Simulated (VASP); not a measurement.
Here is a VASP 6.6.1 calculation.

INCAR

```
ALGO = Normal
EDIFF = 1E-7
ENCUT = 520
GGA = PE
ISIF = 2
ISMEAR = -1
LASPH = T
LCHARG = F
LREAL = F
LWAVE = F
NBANDS = 20
NELM = 80
PREC = Accurate
SIGMA = 0.1
```

KPOINTS

```
k-points
0
Gamma
  5 5 7
```

File POSCAR:

```
K
1.0
    7.5677116463      0.0000000000      0.0000000000
   -3.7838558232      6.5538305342      0.0000000000
    0.0000000000      0.0000000000      4.4969861428
K
3
Direct
    0.0000000000      0.0000000000      0.0000000000
    0.3333333333      0.6666666667      0.5000000000
    0.6666666667      0.3333333333      0.5000000000
```

Potentials or basis: VASP PAW PBE potentials, release 64 (K_sv).

The run is started by

```console
$ cat potpaw_PBE.64/K_sv/POTCAR > POTCAR
$ mpirun -np 1 vasp_std > vasp.out
```

What does it give for the band gap on the k mesh?

Zero (an odd number of electrons rules out a gap without spin polarisation).

What does it give for the pressure?

0.0 GPa.
